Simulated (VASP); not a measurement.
# S (R-3m) in VASP: single point with LDA

Aim: the single point of S with LDA.

All numbers are computed with VASP 6.6.1; they aren't measurements. Logs are shortened: lines on timing, memory, paths and dates and some standing lists are left out, and cuts for length are marked.

## 1. The cell of the first run

Symmetry: R-3m, No. 166, trigonal system. Conventional cell: a = 4.092 Å, b = 4.092 Å, c = 20.258 Å, α = 90.00°, β = 90.00°, γ = 120.00°. Within 5.1 Å of S (site symmetry 3m) lie 12 S at 3.87 to 4.38 Å.

## 2. Single point, LDA

INCAR reads:

```
SYSTEM = S
PREC = Accurate
ENCUT = 520
EDIFF = 1E-7
ISMEAR = 1
SIGMA = 0.05
LREAL = .FALSE.
LASPH = .TRUE.
NELM = 80
ALGO = Normal
ISIF = 2
LWAVE = .FALSE.
LCHARG = .FALSE.
GGA = CA
NBANDS = 13
```

KPOINTS reads:

```
regular mesh
0
G
  7 7 7
  0 0 0
```

POSCAR reads:

```
S
1.0
    2.0458500000      1.1811700000      6.7526300000
   -2.0458500000      1.1811700000      6.7526300000
    0.0000000000     -2.3623400000      6.7526300000
S
2
Direct
    0.2577100000      0.2577100000      0.2577100000
    0.7422900000      0.7422900000      0.7422900000
```

Potentials or basis: VASP PAW LDA potentials, release 64 (S).

Started as:

```console
> cat potpaw_LDA.64/S/POTCAR > POTCAR
> mpirun -np 1 vasp_std > vasp.out
```

OUTCAR:

```text
SYSTEM = S
   PREC = Accurate
   ENCUT = 520
   EDIFF = 1E-7
   ISMEAR = 1
   LREAL = .FALSE.
   LASPH = .TRUE.
   NELM = 80
   ISIF = 2
   GGA = CA

 ion  position               nearest neighbor table
   1  0.258  0.258  0.258-
   2  0.742  0.742  0.742-

  LATTYP: Found a trigonal (rhomboedric) cell.
 ALAT       =     7.1539273625
 COS(alpha) =     0.8364356997

  Lattice vectors:

 A1 = (   2.0458500000,   1.1811700000,   6.7526300000)
 A2 = (  -2.0458500000,   1.1811700000,   6.7526300000)
 A3 = (   0.0000000000,  -2.3623400000,   6.7526300000)

Analysis of symmetry for initial positions (statically):
=====================================================================
 Subroutine PRICEL returns:
 Original cell was already a primitive cell.

 Routine SETGRP: Setting up the symmetry group for a
 trigonal (rhombohedral) supercell.

 Subroutine GETGRP returns: Found 12 space group operations
 (whereof 12 operations were pure point group operations)
 out of a pool of 12 trial point group operations.

The static configuration has the point symmetry D_3d.

Analysis of symmetry for dynamics (positions and initial velocities):
=====================================================================
 Subroutine PRICEL returns:
 Original cell was already a primitive cell.

 Routine SETGRP: Setting up the symmetry group for a
 trigonal (rhombohedral) supercell.

 Subroutine GETGRP returns: Found 12 space group operations
 (whereof 12 operations were pure point group operations)
 out of a pool of 12 trial point group operations.

The dynamic configuration has the point symmetry D_3d.

 Subroutine INISYM returns: Found 12 space group operations
 (whereof 12 operations are pure point group operations),
 and found     1 'primitive' translations

----------------------------------------------------------------------------------------

                                     Primitive cell

  volume of cell :      97.9062

  direct lattice vectors                    reciprocal lattice vectors
     2.045850000  1.181170000  6.752630000     0.244397194  0.141103031  0.049363483
    -2.045850000  1.181170000  6.752630000    -0.244397194  0.141103031  0.049363483
     0.000000000 -2.362340000  6.752630000     0.000000000 -0.282206061  0.049363483

  length of vectors
[... 90 lines left out ...]
   POTIM  = 0.5000    time-step for ionic-motion
   TEBEG  =    0.0;   TEEND  =   0.0 temperature during run
   PSTRESS=    0.0 pullay stress
   NELECT =      12.0000    total number of electrons
   NUPDOWN=      -1.0000    fix difference up-down
   EMIN   =  10.00;   EMAX   =-10.00  energy-range for DOS
   EFERMI =   0.00;   METHOD = LEGACY
   ISMEAR =     1;   SIGMA  =   0.05  broadening in eV -4-tet -1-fermi 0-gaus
   EFERMI_NEDOS =   21; number of points for ismear=-14 and -15
   IALGO  =     38    algorithm
   IMIX   =      4    mixing-type and parameters
     AMIX     =   0.40;   BMIX     =  1.00
     AMIX_MAG =   1.60;   BMIX_MAG =  1.00
  volume/ion in A,a.u.               =      48.95       330.35
  Fermi-wavevector in a.u.,A,eV,Ry     =   0.813202  1.536729  8.997499  0.661298
  Thomas-Fermi vector in A             =   1.922884
   LORBIT       =      0    0 simple, 1 ext, 2 COOP (PROOUT), +10 PAW based schemes
   GGA     = CA    functional components
   LHFCALC =     F    Hartree Fock is set to
   AEXX    =    0.0000 exact exchange contribution
   IVDW    =     0    specifies the selected vdW correction
   LEPSILON=     F    determine dielectric tensor
   LRPA    =     F    only Hartree local field effects (RPA)
 non-spin polarized calculation
 Methfessel and Paxton  Order N= 1 SIGMA  =   0.05
  energy-cutoff  :      520.00
  volume of cell :       97.91
 maximum number of plane-waves:      2689
 NGX is ok and might be reduce to    54
   NGX = 27   NGY = 27   NGZ = 27

 number of electron      12.0000000 magnetization

 Free energy of the ion-electron system (eV)
  ---------------------------------------------------
  ext. energy  EPLUGINS =         0.00000000
  ---------------------------------------------------
  free energy    TOTEN  =        -2.38274087 eV

  energy without entropy =       -2.38258214  energy(sigma->0) =       -2.38268796

 E-fermi :  -2.8630     XC(G=0):  -6.7670

 val. band max:       -2.8644967081   @ k =   0.2857  -0.0000  -0.0000
 cond. band min:      -2.8535952652   @ k =   0.2857   0.1429   0.0000
 fundamental gap:      0.0109014428
 Fermi energy:        -2.8629795385

 k-point     1 :       0.0000    0.0000    0.0000
  band No.  band energies     occupation
      1     -13.7988      2.00000
      2     -13.4338      2.00000
      3      -4.3062      2.00000
      4      -2.6709     -0.00000
      5      -2.6709     -0.00000
      6      -2.4882     -0.00000
      7      -2.4530     -0.00000
      8      -2.4530     -0.00000
      9       2.8354      0.00000
     10       4.7573      0.00000
     11       7.1340      0.00000
     12       7.8869      0.00000
     13       7.8870      0.00000
[... 354 lines left out ...]
  band No.  band energies     occupation
      1     -13.6134      2.00000
      2     -13.4082      2.00000
      3      -3.9121      2.00000
      4      -3.4994      2.00000
      5      -3.1838      2.00000
      6      -2.8106     -0.05877
      7      -2.6734     -0.00000
      8      -2.6600     -0.00000
      9       4.3665      0.00000
     10       5.5822      0.00000
     11       6.4310      0.00000
     12       6.8421      0.00000
     13       6.9677      0.00000

 [... further k-points ...]

------------------------ aborting loop because EDIFF is reached ----------------------------------------

  FORCE on cell =-STRESS in cart. coord.  units (eV):
  Direction    XX          YY          ZZ          XY          YZ          ZX
  --------------------------------------------------------------------------------------
  -------------------------------------------------------------------------------------
  Total       -3.9201523     -3.9201387     -4.2608885      0.0000000     -0.0000000      0.0000000
  in kB      -64.1509537    -64.1507312    -69.7268985      0.0000000     -0.0000000      0.0000000
  external PRESSURE =     -66.0095278 kB  Pullay stress =       0.0000000 kB

 VOLUME and BASIS-vectors are now :
 -----------------------------------------------------------------------------
  energy-cutoff  :      520.00
  volume of cell :       97.91
      direct lattice vectors                 reciprocal lattice vectors
     2.045850000  1.181170000  6.752630000     0.244397194  0.141103031  0.049363483
    -2.045850000  1.181170000  6.752630000    -0.244397194  0.141103031  0.049363483
     0.000000000 -2.362340000  6.752630000     0.000000000 -0.282206061  0.049363483

 POSITION                                       TOTAL-FORCE (eV/Angst)
 -----------------------------------------------------------------------------------
      0.00000      0.00000      5.22066         0.000000     -0.000000      0.693038
      0.00000      0.00000     15.03723         0.000000      0.000000     -0.693038
 -----------------------------------------------------------------------------------
    total drift:                                0.000000      0.000000     -0.000000

  FREE ENERGIE OF THE ION-ELECTRON SYSTEM (eV)
  ---------------------------------------------------
  free  energy   TOTEN  =        -2.3827408718 eV

  energy  without entropy=       -2.3825821430  energy(sigma->0) =       -2.38268796
```

Run time: 3.6 min. Hardware: 1 thread of AMD EPYC 7R13 (Zen 3), shared host; peak memory 0.25 GiB.

What came out:

* Free energy: -2.3827 eV
* Pressure: -6.6 GPa
* Largest force: 0.693 eV/Å
* Band gap on the k mesh: zero (band 6 reaches -2.49 eV, above the bottom of band 7 at -3.07 eV)

Forces on the atoms (eV/Å):
```
S    0.000  0.000  0.693
S    0.000  0.000 -0.693
```

Stress tensor (GPa, compression positive):
```
-6.42  0.00  0.00
 0.00 -6.42  0.00
 0.00  0.00 -6.97
```
